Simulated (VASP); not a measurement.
# InAs in VASP: a series of runs

InAs is run at these levels: PBEsol; tasks: single point.

All numbers are computed with VASP 6.6.1; they aren't measurements. Logs are shortened: lines on timing, memory, paths and dates and some standing lists are left out, and cuts for length are marked.

**1. The cell of the first run**

The structure is cubic, space group F-43m (No. 216). Conventional cell: a = 5.746 Å, b = 5.746 Å, c = 5.746 Å, α = 90.00°, β = 90.00°, γ = 90.00°. In (site symmetry -43m) has 4 As at 2.49 Å within 3.3 Å. As (site symmetry -43m) has 4 In at 2.49 Å within 3.3 Å.

**2. Single point, PBEsol (strain -0.050 along x and y, -0.050 along z)**

Contents of INCAR:

```
  ALGO = Normal
  EDIFF = 1E-7
  ENCUT = 520
  GGA = PS
  ISIF = 2
  ISMEAR = 0
  LASPH = T
  LCHARG = F
  LREAL = F
  LWAVE = F
  NBANDS = 16
  NELM = 60
  PREC = Accurate
  SIGMA = 0.15
```

Contents of KPOINTS:

```
k-points
0
Gamma
  14 14 14
```

Contents of POSCAR:

```
InAs
1.0
    0.0000000000      2.8728000000      2.8728000000
    2.8728000000      0.0000000000      2.8728000000
    2.8728000000      2.8728000000      0.0000000000
In As
1 1
Direct
    0.0000000000      0.0000000000      0.0000000000
    0.7500000000      0.7500000000      0.7500000000
```

Potentials or basis: VASP PAW PBE potentials, release 64 (In_d, As).

Launch:

```
cat potpaw_PBE.64/In_d/POTCAR potpaw_PBE.64/As/POTCAR > POTCAR
mpirun -np 1 vasp_std > vasp.out
```

OUTCAR:

```text
EDIFF = 1E-7
   ENCUT = 520
   GGA = PS
   ISIF = 2
   ISMEAR = 0
   LASPH = T
   LREAL = F
   NELM = 60
   PREC = Accurate

 ion  position               nearest neighbor table
   1  0.000  0.000  0.000-   2 2.49   2 2.49   2 2.49   2 2.49
   2  0.750  0.750  0.750-   1 2.49   1 2.49   1 2.49   1 2.49

  LATTYP: Found a face centered cubic cell.
 ALAT       =     5.7456000000

  Lattice vectors:

 A1 = (   0.0000000000,   2.8728000000,   2.8728000000)
 A2 = (   2.8728000000,   0.0000000000,   2.8728000000)
 A3 = (   2.8728000000,   2.8728000000,   0.0000000000)

Analysis of symmetry for initial positions (statically):
=====================================================================
 Subroutine PRICEL returns:
 Original cell was already a primitive cell.

 Routine SETGRP: Setting up the symmetry group for a
 face centered cubic supercell.

 Subroutine GETGRP returns: Found 24 space group operations
 (whereof 24 operations were pure point group operations)
 out of a pool of 48 trial point group operations.

The static configuration has the point symmetry T_d .

Analysis of symmetry for dynamics (positions and initial velocities):
=====================================================================
 Subroutine PRICEL returns:
 Original cell was already a primitive cell.

 Routine SETGRP: Setting up the symmetry group for a
 face centered cubic supercell.

 Subroutine GETGRP returns: Found 24 space group operations
 (whereof 24 operations were pure point group operations)
 out of a pool of 48 trial point group operations.

The dynamic configuration has the point symmetry T_d .

 Subroutine INISYM returns: Found 24 space group operations
 (whereof 24 operations are pure point group operations),
 and found     1 'primitive' translations

----------------------------------------------------------------------------------------

                                     Primitive cell

  volume of cell :      47.4183

  direct lattice vectors                    reciprocal lattice vectors
     0.000000000  2.872800000  2.872800000    -0.174046227  0.174046227  0.174046227
     2.872800000  0.000000000  2.872800000     0.174046227 -0.174046227  0.174046227
     2.872800000  2.872800000  0.000000000     0.174046227  0.174046227 -0.174046227

  length of vectors
     4.062752722  4.062752722  4.062752722     0.301456907  0.301456907  0.301456907

  position of ions in fractional coordinates (direct lattice)
     0.000000000  0.000000000  0.000000000
     0.750000000  0.750000000  0.750000000

  ion indices of the primitive-cell ions
   primitive index   ion index
                 1           1
                 2           2

----------------------------------------------------------------------------------------

 KPOINTS: k-points

Automatic generation of k-mesh.
 Grid dimensions read from file:
 generate k-points for:   14   14   14

 Generating k-lattice:

  Cartesian coordinates                     Fractional coordinates (reciprocal lattice)
    -0.012431873  0.012431873  0.012431873     0.071428571  0.000000000  0.000000000
     0.012431873 -0.012431873  0.012431873     0.000000000  0.071428571  0.000000000
     0.012431873  0.012431873 -0.012431873     0.000000000  0.000000000  0.071428571

  Length of vectors
     0.021532636  0.021532636  0.021532636

  Shift w.r.t. Gamma in fractional coordinates (k-lattice)
     0.000000000  0.000000000  0.000000000

 Subroutine IBZKPT returns following result:
 ===========================================

 Found    104 irreducible k-points:

 Following reciprocal coordinates:
            Coordinates               Weight
  0.000000  0.000000  0.000000      1.000000
  0.071429  0.000000  0.000000      8.000000
  0.142857  0.000000  0.000000      8.000000
  0.214286  0.000000  0.000000      8.000000
  0.285714  0.000000  0.000000      8.000000
  0.357143  0.000000  0.000000      8.000000
[... 16 lines left out ...]
  0.214286  0.142857  0.000000     24.000000
  0.285714  0.142857  0.000000     24.000000
 [... further k-points ...]
   k-points           NKPTS =    104   k-points in BZ     NKDIM =    104   number of bands    NBANDS=     16
   number of dos      NEDOS =    301   number of ions     NIONS =      2
   total plane-waves  NPLWV =  27000
   dimension x,y,z NGX =    30 NGY =   30 NGZ =   30
   dimension x,y,z NGXF=    60 NGYF=   60 NGZF=   60
   ions per type =               1   1
   NGX,Y,Z   is equivalent  to a cutoff of  12.28, 12.28, 12.28 a.u.
   NGXF,Y,Z  is equivalent  to a cutoff of  24.55, 24.55, 24.55 a.u.
 SYSTEM =  unknown system
   PREC   = accura    normal or accurate (medium, high low for compatibility)
   ISTART =      0    job   : 0-new  1-cont  2-samecut
   ICHARG =      2    charge: 1-file 2-atom 10-const
   ISPIN  =      1    spin polarized calculation?
   LNONCOLLINEAR =      F non collinear calculations
   LSORBIT =      F    spin-orbit coupling
   LASPH  =      T    aspherical Exc in radial PAW
   ENCUT  =  520.0 eV  38.22 Ry    6.18 a.u.   7.55  7.55  7.55*2*pi/ulx,y,z
   NELM   =     60;   NELMIN=  2; NELMDL= -5     # of ELM steps
   EDIFF  = 0.1E-06   stopping-criterion for ELM
   LREAL  =      F    real-space projection
   EDIFFG = 0.1E-05   stopping-criterion for IOM
   NSW    =      0    number of steps for IOM
   IBRION =     -1    ionic relax: 0-MD 1-quasi-New 2-CG
   NFREE  =      0    steps in history (QN), initial steepest desc. (CG)
   ISIF   =      2    stress and relaxation
   ISYM   =      2    0-nonsym 1-usesym 2-fastsym
   POTIM  = 0.5000    time-step for ionic-motion
   TEBEG  =    0.0;   TEEND  =   0.0 temperature during run
   PSTRESS=    0.0 pullay stress
   NELECT =      18.0000    total number of electrons
   NUPDOWN=      -1.0000    fix difference up-down
   EMIN   =  10.00;   EMAX   =-10.00  energy-range for DOS
   EFERMI =   0.00;   METHOD = LEGACY
   ISMEAR =     0;   SIGMA  =   0.15  broadening in eV -4-tet -1-fermi 0-gaus
   EFERMI_NEDOS =   21; number of points for ismear=-14 and -15
   IALGO  =     38    algorithm
   IMIX   =      4    mixing-type and parameters
     AMIX     =   0.40;   BMIX     =  1.00
     AMIX_MAG =   1.60;   BMIX_MAG =  1.00
  volume/ion in A,a.u.               =      23.71       160.00
  Fermi-wavevector in a.u.,A,eV,Ry     =   1.185360  2.240006 19.117252  1.405078
  Thomas-Fermi vector in A             =   2.321555
   LORBIT       =      0    0 simple, 1 ext, 2 COOP (PROOUT), +10 PAW based schemes
   GGA     = PS    functional components
   LHFCALC =     F    Hartree Fock is set to
   AEXX    =    0.0000 exact exchange contribution
   IVDW    =     0    specifies the selected vdW correction
   LEPSILON=     F    determine dielectric tensor
   LRPA    =     F    only Hartree local field effects (RPA)
 non-spin polarized calculation
 Gauss-broadening in eV      SIGMA  =   0.15
  energy-cutoff  :      520.00
  volume of cell :       47.42
 maximum number of plane-waves:      1299
   NGX = 15   NGY = 15   NGZ = 15

 number of electron      18.0000000 magnetization

 Free energy of the ion-electron system (eV)
  ---------------------------------------------------
  ext. energy  EPLUGINS =         0.00000000
  ---------------------------------------------------
  free energy    TOTEN  =        -8.13724249 eV

  energy without entropy =       -8.13723353  energy(sigma->0) =       -8.13723801

 E-fermi :   6.3577     XC(G=0):  -9.9707

 val. band max:        6.0807590209   @ k =   0.0000   0.0000   0.0000
 cond. band min:       6.5741396223   @ k =   0.0000   0.0000   0.0000
 fundamental gap:      0.4933806014
 Fermi energy:         6.3577012019

 k-point     1 :       0.0000    0.0000    0.0000
  band No.  band energies     occupation
      1      -8.6798      2.00000
      2      -8.6798      2.00000
      3      -8.6798      2.00000
      4      -8.4721      2.00000
      5      -8.4721      2.00000
      6      -6.9369      2.00000
[... 8 lines left out ...]
     15      16.1483      0.00000
     16      16.1483      0.00000

 k-point     2 :       0.0714    0.0000    0.0000
  band No.  band energies     occupation
      1      -8.6951      2.00000
      2      -8.6764      2.00000
      3      -8.6764      2.00000
      4      -8.4724      2.00000
      5      -8.4724      2.00000
      6      -6.8643      2.00000
[... 8 lines left out ...]
     15      15.4862      0.00000
     16      15.4862      0.00000

 k-point     3 :       0.1429    0.0000    0.0000
  band No.  band energies     occupation
      1      -8.7345      2.00000
      2      -8.6671      2.00000
      3      -8.6671      2.00000
      4      -8.4726      2.00000
      5      -8.4726      2.00000
      6      -6.6545      2.00000
[... 8 lines left out ...]
     15      14.9053      0.00000
     16      14.9058      0.00000

 k-point     4 :       0.2143    0.0000    0.0000
  band No.  band energies     occupation
      1      -8.7851      2.00000
      2      -8.6547      2.00000
      3      -8.6547      2.00000
      4      -8.4718      2.00000
      5      -8.4718      2.00000
      6      -6.3273      2.00000
[... 8 lines left out ...]
     15      14.7020      0.00000
     16      14.7020      0.00000

 k-point     5 :       0.2857    0.0000    0.0000
  band No.  band energies     occupation
      1      -8.8349      2.00000
      2      -8.6426      2.00000
      3      -8.6426      2.00000
      4      -8.4690      2.00000
      5      -8.4690      2.00000
      6      -5.9118      2.00000
[... 8 lines left out ...]
     15      14.9793      0.00000
     16      14.9793      0.00000

 k-point     6 :       0.3571    0.0000    0.0000
  band No.  band energies     occupation
      1      -8.8757      2.00000
      2      -8.6336      2.00000
      3      -8.6336      2.00000
      4      -8.4645      2.00000
      5      -8.4645      2.00000
      6      -5.4581      2.00000
[... 8 lines left out ...]
     15      15.6909      0.00000
     16      15.6909      0.00000

 k-point     7 :       0.4286    0.0000    0.0000
  band No.  band energies     occupation
      1      -8.9021      2.00000
      2      -8.6285      2.00000
      3      -8.6285      2.00000
      4      -8.4601      2.00000
      5      -8.4601      2.00000
      6      -5.0654      2.00000
[... 8 lines left out ...]
     15      16.6530      0.00000
     16      16.6530      0.00000

 k-point     8 :       0.5000    0.0000    0.0000
  band No.  band energies     occupation
      1      -8.9112      2.00000
      2      -8.6269      2.00000
      3      -8.6269      2.00000
      4      -8.4583      2.00000
      5      -8.4583      2.00000
      6      -4.8990      2.00000
[... 8 lines left out ...]
     15      17.3277      0.00000
     16      17.3277      0.00000

 k-point     9 :       0.0714    0.0714    0.0000
  band No.  band energies     occupation
      1      -8.7035      2.00000
      2      -8.6733      2.00000
      3      -8.6733      2.00000
      4      -8.4749      2.00000
      5      -8.4703      2.00000
      6      -6.8405      2.00000
[... 8 lines left out ...]
     15      14.8294      0.00000
     16      16.2015      0.00000
[... 172 lines left out ...]
 k-point    19 :      -0.2143    0.0714    0.0000
  band No.  band energies     occupation
      1      -8.8101      2.00000
      2      -8.6501      2.00000
      3      -8.6437      2.00000
      4      -8.4767      2.00000
      5      -8.4671      2.00000
      6      -6.1417      2.00000
[... 8 lines left out ...]
     15      14.7644      0.00000
     16      15.6647      0.00000

 k-point    20 :      -0.1429    0.0714    0.0000
  band No.  band energies     occupation
      1      -8.7618      2.00000
      2      -8.6628      2.00000
      3      -8.6558      2.00000
      4      -8.4768      2.00000
      5      -8.4692      2.00000
      6      -6.4983      2.00000
[... 8 lines left out ...]
     15      14.7853      0.00000
     16      15.5984      0.00000

 k-point    21 :      -0.0714    0.0714    0.0000
  band No.  band energies     occupation
      1      -8.7195      2.00000
      2      -8.6725      2.00000
      3      -8.6677      2.00000
      4      -8.4748      2.00000
      5      -8.4707      2.00000
      6      -6.7464      2.00000
[... 8 lines left out ...]
     15      14.7970      0.00000
     16      15.2544      0.00000

 k-point    22 :       0.1429    0.1429    0.0000
  band No.  band energies     occupation
      1      -8.7617      2.00000
      2      -8.6546      2.00000
      3      -8.6546      2.00000
      4      -8.4839      2.00000
      5      -8.4650      2.00000
      6      -6.5645      2.00000
[... 8 lines left out ...]
     15      15.7066      0.00000
     16      16.3595      0.00000

 k-point    23 :       0.2143    0.1429    0.0000
  band No.  band energies     occupation
      1      -8.7993      2.00000
      2      -8.6433      2.00000
      3      -8.6414      2.00000
      4      -8.4892      2.00000
      5      -8.4618      2.00000
      6      -6.3254      2.00000
[... 8 lines left out ...]
     15      16.1579      0.00000
     16      16.3288      0.00000

 k-point    24 :       0.2857    0.1429    0.0000
  band No.  band energies     occupation
      1      -8.8393      2.00000
      2      -8.6335      2.00000
      3      -8.6279      2.00000
      4      -8.4917      2.00000
      5      -8.4585      2.00000
      6      -5.9795      2.00000
[... 8 lines left out ...]
     15      16.1490      0.00000
     16      16.1898      0.00000

 [... further k-points ...]
[... 5 lines left out ...]
  --------------------------------------------------------------------------------------
  -------------------------------------------------------------------------------------
  Total        4.3450221      4.3450221      4.3450221      0.0000000      0.0000000      0.0000000
  in kB      146.8102573    146.8102573    146.8102573      0.0000000      0.0000000      0.0000000
  external PRESSURE =     146.8102573 kB  Pullay stress =       0.0000000 kB

 VOLUME and BASIS-vectors are now :
 -----------------------------------------------------------------------------
  energy-cutoff  :      520.00
  volume of cell :       47.42
      direct lattice vectors                 reciprocal lattice vectors
     0.000000000  2.872800000  2.872800000    -0.174046227  0.174046227  0.174046227
     2.872800000  0.000000000  2.872800000     0.174046227 -0.174046227  0.174046227
     2.872800000  2.872800000  0.000000000     0.174046227  0.174046227 -0.174046227

 POSITION                                       TOTAL-FORCE (eV/Angst)
 -----------------------------------------------------------------------------------
      0.00000      0.00000      0.00000        -0.000000     -0.000000     -0.000000
      4.30920      4.30920      4.30920         0.000000      0.000000      0.000000
 -----------------------------------------------------------------------------------
    total drift:                                0.000000      0.000000      0.000000

  FREE ENERGIE OF THE ION-ELECTRON SYSTEM (eV)
  ---------------------------------------------------
  free  energy   TOTEN  =        -8.1372424881 eV

  energy  without entropy=       -8.1372335327  energy(sigma->0) =       -8.13723801
```

It took 93 s on 1 thread of Intel Xeon 8259CL, shared host; peak memory 0.23 GiB.

Results:

```yaml
Free_energy: -8.1372 eV
Pressure: 14.7 GPa
Band_gap_on_the_k_mesh: 0.49 eV
```

Caveat: the cell differs from its parent crystal (strain -0.050 along x and y, -0.050 along z); the cell stands under pressure; semilocal functionals underestimate gaps, and a narrow one can read as zero; the PAW data sets were made with another functional, which shifts forces and pressure a little; spin-orbit coupling is left out, which moves the levels of the heavy elements.

**3. Single point, PBEsol (strain -0.050 along x and y, +0.000 along z)**

Contents of INCAR:

```
SYSTEM = InAs
PREC = Accurate ; ENCUT = 520
EDIFF = 1E-6 ; ISMEAR = 0
SIGMA = 0.15 ; LREAL = .FALSE.
LASPH = .TRUE. ; NELM = 80
ALGO = Normal ; ISIF = 2
LWAVE = .FALSE. ; LCHARG = .FALSE.
GGA = PS ; NBANDS = 16
```

Contents of KPOINTS:

```
regular mesh
0
G
  14 14 14
  0 0 0
```

Contents of POSCAR:

```
InAs
1.0
    0.0000000000      2.8728000000      3.0240000000
    2.8728000000      0.0000000000      3.0240000000
    2.8728000000      2.8728000000      0.0000000000
In As
1 1
Direct
    0.0000000000      0.0000000000      0.0000000000
    0.7500000000      0.7500000000      0.7500000000
```

Potentials or basis: VASP PAW PBE potentials, release 64 (In_d, As).

Launch:

```
cat potpaw_PBE.64/In_d/POTCAR potpaw_PBE.64/As/POTCAR > POTCAR
mpirun -np 1 vasp_std > vasp.out
```

Run time: 2.7 min. Hardware: 1 thread of Intel Xeon 8259CL, shared host; peak memory 0.34 GiB.

Results (log left out):

```yaml
Free_energy: -8.3132 eV
Pressure: 9.1 GPa
Band_gap_on_the_k_mesh: 0.13 eV
```

Stress tensor (GPa, compression positive):
```
9.67 0.00 0.00
0.00 9.67 0.00
0.00 0.00 7.94
```

Levels at points of the mesh, in eV from the valence-band top:
| k point | band 7 | band 8 | band 9 | band 10 | band 11 | band 12 |
| --- | --- | --- | --- | --- | --- | --- |
| (0.00, 0.00, 0.00) | -0.30 | 0.00 | 0.00 | 0.13 | 3.77 | 3.77 |
| (0.50, 0.00, 0.00) | -6.48 | -1.45 | -1.06 | 0.96 | 4.43 | 4.76 |
| (0.50, 0.50, 0.00) | -6.67 | -2.59 | -2.59 | 1.36 | 2.19 | 9.32 |
| (0.50, 0.00, 0.50) | -6.34 | -2.92 | -2.89 | 1.06 | 1.71 | 9.46 |

Caveat: the cell differs from its parent crystal (strain -0.050 along x and y, +0.000 along z); the cell stands under pressure; semilocal functionals underestimate gaps, and a narrow one can read as zero; the PAW data sets were made with another functional, which shifts forces and pressure a little; spin-orbit coupling is left out, which moves the levels of the heavy elements.

**4. Single point, PBEsol (strain +0.000 along x and y, +0.050 along z)**

Contents of INCAR:

```
SYSTEM = InAs
ALGO = Normal
EDIFF = 1E-7
ENCUT = 520
GGA = PS
ISIF = 2
ISMEAR = 0
LASPH = .True.
LCHARG = .False.
LREAL = .False.
LWAVE = .False.
NBANDS = 16
NELM = 100
PREC = Accurate
SIGMA = 0.15
```

Contents of KPOINTS:

```
k-points
0
Gamma
  14 14 14
  0 0 0
```

Contents of POSCAR:

```
InAs
1.0
    0.0000000000      3.0240000000      3.1752000000
    3.0240000000      0.0000000000      3.1752000000
    3.0240000000      3.0240000000      0.0000000000
In As
1 1
Direct
    0.0000000000      0.0000000000      0.0000000000
    0.7500000000      0.7500000000      0.7500000000
```

Launch:

```
cat potpaw_PBE.64/In_d/POTCAR potpaw_PBE.64/As/POTCAR > POTCAR
mpirun -np 1 vasp_std > vasp.out
```

Wall time 4 min (1 thread of Intel Xeon 8259CL, shared host); peak memory 0.37 GiB.

The run converged. Its results:

| Property | Result |
| --- | --- |
| Free energy | -8.4732 eV |
| Pressure | -1.5 GPa |
| Band gap on the k mesh | zero (filled and empty bands touch) |

Stress tensor (GPa, compression positive):
```
-0.87  0.00  0.00
 0.00 -0.87  0.00
 0.00  0.00 -2.74
```

Levels at points of the mesh, in eV from the Fermi level:
```tsv
k point	band 7	band 8	band 9	band 10	band 11	band 12
(0.00, 0.00, 0.00)	-0.74	-0.36	-0.11	-0.11	3.62	3.62
(0.50, 0.00, 0.00)	-5.76	-1.28	-0.96	0.55	4.29	4.55
(0.50, 0.50, 0.00)	-6.04	-2.20	-2.20	1.48	2.05	8.29
(0.50, 0.00, 0.50)	-5.78	-2.46	-2.45	1.26	1.64	8.40
```

Caveat: the cell differs from its parent crystal (strain +0.000 along x and y, +0.050 along z); semilocal functionals underestimate gaps, and a narrow one can read as zero; the PAW data sets were made with another functional, which shifts forces and pressure a little; spin-orbit coupling is left out, which moves the levels of the heavy elements.

**5. Overview**

| cell | gap on the mesh (eV) | pressure (GPa) |
| --- | --- | --- |
| a = 4.063 Å, angles 60.0°, 2 atoms | 0.49 | 14.7 |
| a = 4.171, b = 4.171, c = 4.063 Å, angles 60.9, 60.9, 58.3°, 2 atoms | 0.13 | 9.1 |
| a = 4.385, b = 4.385, c = 4.277 Å, angles 60.8, 60.8, 58.4°, 2 atoms | none | -1.5 |

Alike in all rows: task single point; level PBEsol; potentials or basis VASP PAW PBE potentials, release 64 (In_d, As); no spin polarisation; k mesh 14 × 14 × 14; cutoff (eV) 520; smearing gaussian 0.15 eV.

Caveats: semilocal functionals underestimate gaps, and a narrow one can read as zero; the PAW data sets were made with another functional, which shifts forces and pressure a little; spin-orbit coupling is left out, which moves the levels of the heavy elements; the cell stands under pressure (at least some runs).

Total energies depend on the potentials used, so only differences within one code and one set of settings carry meaning.

The gap in the log of VASP goes by the Fermi energy; the results here count the filled bands.